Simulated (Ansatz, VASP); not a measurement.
## Mo: VASP beside Ansatz

```
Mo
1.0
     2.74402    0.00000    0.00000
    -1.37201    2.37639    0.00000
     0.00000    0.00000    2.49269
Mo
1
Direct
  0.00000 0.00000 0.00000
```

Alike in both runs: functional PBEsol; k mesh 24 × 24 × 22; occupations gaussian, width 0.1 eV; no spin polarisation.

Ansatz relaxed the structure, and its values are those at the end. VASP's run is a single point on that final structure, the one shown.

```csv
,VASP,Ansatz
version,VASP 6.6.1,Ansatz 0.2.0
potentials or method,"VASP PAW PBE potentials, release 64 (Mo_sv), cutoff 520 eV","scalar-relativistic, plane waves, PAW"
valence electrons in the cell,14,14
```

```csv
,VASP,Ansatz,Ansatz less VASP
gap on the k mesh at the Fermi level (eV),none,none,-
pressure (GPa),0.6,0.0,-0.61
```

VASP's potentials were made for PBE, not for PBEsol. A gap of «none» marks a metal or a gap that the smearing closes.
